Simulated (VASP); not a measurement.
# TiC (Fm-3m) in VASP: vibrations by perturbation theory with PBE

Aim: the vibrations by perturbation theory of TiC with PBE.

All numbers are computed with VASP 6.6.1; they aren't measurements. Logs are shortened: lines on timing, memory, paths and dates and some standing lists are left out, and cuts for length are marked.

### Step 1. The cell of the first run

It takes space group Fm-3m (No. 225, cubic). The conventional cell has a = 4.333 Å, b = 4.333 Å, c = 4.333 Å, α = 90.00°, β = 90.00°, γ = 90.00°. Ti (site symmetry m-3m) has 6 C at 2.17 Å within 2.9 Å. Within 2.9 Å of C (site symmetry m-3m) lie 6 Ti at 2.17 Å.

### Step 2. Vibrations by perturbation theory, PBE

INCAR reads:

```
SYSTEM = TiC
  PREC = Accurate
  ENCUT = 520
  EDIFF = 1E-8
  ISMEAR = -1
  SIGMA = 0.15
  LREAL = .False.
  LASPH = .True.
  NELM = 80
  ALGO = Normal
  ISIF = 2
  LWAVE = .False.
  LCHARG = .True.
  GGA = PE
  IBRION = 8
  NSW = 1
```

KPOINTS reads:

```
Automatic mesh
0
Gamma
  24 24 24
  0 0 0
```

POSCAR reads:

```
TiC
1.0
    0.0000000000      2.1666788813      2.1666788813
    2.1666788813      0.0000000000      2.1666788813
    2.1666788813      2.1666788813      0.0000000000
Ti C
1 1
Direct
    0.5000000000      0.5000000000      0.5000000000
    0.0000000000      0.0000000000      0.0000000000
```

Potentials or basis: VASP PAW PBE potentials, release 64 (Ti_sv, C).

Launch:

```console
$ cat potpaw_PBE.64/Ti_sv/POTCAR potpaw_PBE.64/C/POTCAR > POTCAR
$ mpirun -np 1 vasp_std > vasp.out
```

OUTCAR:

```text
SYSTEM = TiC
   PREC = Accurate
   ENCUT = 520
   EDIFF = 1E-8
   ISMEAR = -1
   LREAL = .False.
   LASPH = .True.
   NELM = 80
   ISIF = 2
   GGA = PE
   IBRION = 8
   NSW = 1

 ion  position               nearest neighbor table
   1  0.500  0.500  0.500-   2 2.17   2 2.17   2 2.17   2 2.17   2 2.17   2 2.17
   2  0.000  0.000  0.000-   1 2.17   1 2.17   1 2.17   1 2.17   1 2.17   1 2.17

  LATTYP: Found a face centered cubic cell.
 ALAT       =     4.3333577626

  Lattice vectors:

 A1 = (   0.0000000000,   2.1666788813,   2.1666788813)
 A2 = (   2.1666788813,   0.0000000000,   2.1666788813)
 A3 = (   2.1666788813,   2.1666788813,   0.0000000000)

Analysis of symmetry for initial positions (statically):
=====================================================================
 Subroutine PRICEL returns:
 Original cell was already a primitive cell.

 Routine SETGRP: Setting up the symmetry group for a
 face centered cubic supercell.

 Subroutine GETGRP returns: Found 48 space group operations
 (whereof 48 operations were pure point group operations)
 out of a pool of 48 trial point group operations.

The static configuration has the point symmetry O_h .

Analysis of symmetry for dynamics (positions and initial velocities):
=====================================================================
 Subroutine PRICEL returns:
 Original cell was already a primitive cell.

 Routine SETGRP: Setting up the symmetry group for a
 face centered cubic supercell.

 Subroutine GETGRP returns: Found 48 space group operations
 (whereof 48 operations were pure point group operations)
 out of a pool of 48 trial point group operations.

The dynamic configuration has the point symmetry O_h .

 Subroutine INISYM returns: Found 48 space group operations
 (whereof 48 operations are pure point group operations),
 and found     1 'primitive' translations

----------------------------------------------------------------------------------------

                                     Primitive cell

  volume of cell :      20.3429

  direct lattice vectors                    reciprocal lattice vectors
     0.000000000  2.166678881  2.166678881    -0.230767930  0.230767930  0.230767930
     2.166678881  0.000000000  2.166678881     0.230767930 -0.230767930  0.230767930
     2.166678881  2.166678881  0.000000000     0.230767930  0.230767930 -0.230767930

  length of vectors
     3.064146659  3.064146659  3.064146659     0.399701779  0.399701779  0.399701779

  position of ions in fractional coordinates (direct lattice)
     0.500000000  0.500000000  0.500000000
     0.000000000  0.000000000  0.000000000

  ion indices of the primitive-cell ions
   primitive index   ion index
                 1           1
                 2           2

----------------------------------------------------------------------------------------

 KPOINTS: Automatic mesh

Automatic generation of k-mesh.
 Grid dimensions read from file:
 generate k-points for:   24   24   24

 Generating k-lattice:

  Cartesian coordinates                     Fractional coordinates (reciprocal lattice)
    -0.009615330  0.009615330  0.009615330     0.041666667  0.000000000  0.000000000
     0.009615330 -0.009615330  0.009615330     0.000000000  0.041666667  0.000000000
     0.009615330  0.009615330 -0.009615330     0.000000000  0.000000000  0.041666667

  Length of vectors
     0.016654241  0.016654241  0.016654241

[... 83 lines left out ...]
   LRPA    =     F    only Hartree local field effects (RPA)
 non-spin polarized calculation
  energy-cutoff  :      520.00
  volume of cell :       20.34
 maximum number of plane-waves:       568
   NGX = 11   NGY = 11   NGZ = 11

--------------------------------------- Ionic step        1  -------------------------------------------

 number of electron      16.0000000 magnetization

 Free energy of the ion-electron system (eV)
  ---------------------------------------------------
  ext. energy  EPLUGINS =         0.00000000
  ---------------------------------------------------
  free energy    TOTEN  =       -18.72093637 eV

  energy without entropy =      -18.69615303  energy(sigma->0) =      -18.70854470

 E-fermi :   9.3938     XC(G=0): -12.6911

 val. band max:        9.3934896746   @ k =   0.1250   0.1250   0.0000
 cond. band min:       9.4036326834   @ k =   0.4167   0.3750   0.0417
 fundamental gap:      0.0101430088
 Fermi energy:         9.3937974455

 k-point     1 :       0.0000    0.0000    0.0000
  band No.  band energies     occupation
      1     -47.1935      2.00000
      2     -23.2184      2.00000
      3     -23.2184      2.00000
      4     -23.2184      2.00000
      5      -2.9953      2.00000
      6      10.0913      0.01895
      7      10.0913      0.01895
      8      10.0913      0.01895
      9      11.0700      0.00003
     10      11.0700      0.00003
     11      11.0700      0.00003
     12      11.1085      0.00002
[... 331 lines left out ...]
 k-point    24 :       0.4583    0.0417    0.0000
  band No.  band energies     occupation
      1     -47.1227      2.00000
      2     -23.6946      2.00000
      3     -23.2686      2.00000
      4     -23.2683      2.00000
      5       0.2527      2.00000
      6       3.8570      2.00000
      7       6.5376      2.00000
      8       6.6144      2.00000
      9      12.1400      0.00000
     10      12.2863      0.00000
     11      13.3515      0.00000
     12      17.2022      0.00000

 [... further k-points ...]

------------------------ aborting loop because EDIFF is reached ----------------------------------------

  FORCE on cell =-STRESS in cart. coord.  units (eV):
  Direction    XX          YY          ZZ          XY          YZ          ZX
  --------------------------------------------------------------------------------------
  -------------------------------------------------------------------------------------
  Total        0.0278817      0.0278817      0.0278817      0.0000000     -0.0000000      0.0000000
  in kB        2.1959190      2.1959190      2.1959190      0.0000000     -0.0000000      0.0000000
  external PRESSURE =       2.1959190 kB  Pullay stress =       0.0000000 kB

 VOLUME and BASIS-vectors are now :
 -----------------------------------------------------------------------------
  energy-cutoff  :      520.00
  volume of cell :       20.34
      direct lattice vectors                 reciprocal lattice vectors
     0.000000000  2.166678881  2.166678881    -0.230767930  0.230767930  0.230767930
     2.166678881  0.000000000  2.166678881     0.230767930 -0.230767930  0.230767930
     2.166678881  2.166678881  0.000000000     0.230767930  0.230767930 -0.230767930

 POSITION                                       TOTAL-FORCE (eV/Angst)
 -----------------------------------------------------------------------------------
      2.16668      2.16668      2.16668        -0.000000     -0.000000      0.000000
      0.00000      0.00000      0.00000         0.000000      0.000000     -0.000000
 -----------------------------------------------------------------------------------
    total drift:                               -0.000000     -0.000000      0.000000

  FREE ENERGIE OF THE ION-ELECTRON SYSTEM (eV)
  ---------------------------------------------------
  free  energy   TOTEN  =       -18.7209363673 eV

  energy  without entropy=      -18.6961530294  energy(sigma->0) =      -18.70854470

[... ionic steps 2 to 3 ...]

--------------------------------------- Ionic step        4  -------------------------------------------

------------------------ aborting loop because EDIFF is reached ----------------------------------------

[... ionic steps 5 to 6 ...]

--------------------------------------- Ionic step        7  -------------------------------------------

 Free energy of the ion-electron system (eV)
  ---------------------------------------------------
  ---------------------------------------------------
  free energy    TOTEN  =        -0.11882925 eV

  energy without entropy =       -0.11882925

------------------------ aborting loop because EDIFF is reached ----------------------------------------

 INTERNAL STRAIN TENSOR  FOR ION    2  DIRECTION 1   (eV/Angst):
 -----------------------------------------------------------------------------
    -0.00089  0.00000  0.00000
    -0.00000 -0.00005  0.00000
     0.00000  0.00000 -0.00005

 INTERNAL STRAIN TENSOR FOR ION    2 for displacements in x,y,z  (eV/Angst):
          X           Y           Z          XY          YZ          ZX
  --------------------------------------------------------------------------------
  x     0.00000     0.00000     0.00000     0.00000     0.00000     0.00000
  y     0.00000     0.00000     0.00000     0.00000     0.00000     0.00000
  z     0.00000     0.00000     0.00000     0.00000     0.00000     0.00000

 SECOND DERIVATIVES (NOT SYMMETRIZED)
 ------------------------------------
               1X          1Y          1Z          2X          2Y          2Z
  1X    -9.370551    0.000000    0.000000    9.370551    0.000000    0.000000
  1Y     0.000000   -9.370551    0.000000    0.000000    9.370551    0.000000
  1Z     0.000000    0.000000   -9.370551    0.000000    0.000000    9.370551
  2X     9.359430    0.000000    0.000000   -9.359430    0.000000    0.000000
  2Y     0.000000    9.359430    0.000000    0.000000   -9.359430    0.000000
  2Z     0.000000    0.000000    9.359430    0.000000    0.000000   -9.359430

 Eigenvectors and eigenvalues of the dynamical matrix
 ----------------------------------------------------

   1 f  =   15.436232 THz    96.988708 2PiTHz  514.897287 cm-1    63.839099 meV
             X         Y         Z           dx          dy          dz
      2.166679  2.166679  2.166679     0.000000    0.448038    0.000000
      0.000000  0.000000  0.000000     0.000000   -0.894014    0.000000
[... 21 lines left out ...]
   6 f/i=    0.003671 THz     0.023067 2PiTHz    0.122461 cm-1     0.015183 meV
             X         Y         Z           dx          dy          dz
      2.166679  2.166679  2.166679     0.000000    0.000000    0.894014
      0.000000  0.000000  0.000000     0.000000    0.000000    0.448038

--------------------------------------------------------------------------------------------------------

 ELASTIC MODULI CONTR FROM IONIC RELAXATION (kBar)
 Direction    XX          YY          ZZ          XY          YZ          ZX
 --------------------------------------------------------------------------------
 XX           0.0000      0.0000      0.0000      0.0000      0.0000      0.0000
 YY           0.0000      0.0000      0.0000      0.0000      0.0000      0.0000
 ZZ           0.0000      0.0000      0.0000      0.0000      0.0000      0.0000
 XY           0.0000      0.0000      0.0000      0.0000      0.0000      0.0000
 YZ           0.0000      0.0000      0.0000      0.0000      0.0000      0.0000
 ZX           0.0000      0.0000      0.0000      0.0000      0.0000      0.0000
 --------------------------------------------------------------------------------
```

Run time: 18 min. Hardware: 1 thread of Intel Xeon Platinum 8259CL at 2.50GHz (Skylake/Cascade Lake), shared host; peak memory 0.65 GiB.

Results:

```yaml
Highest_phonon_frequency_at_Γ: 515 cm⁻¹
```

Phonon frequencies in cm⁻¹ (negative: imaginary):
```tsv
q point	frequencies
(0.000, 0.000, 0.000)	0 0 0 515 515 515
```
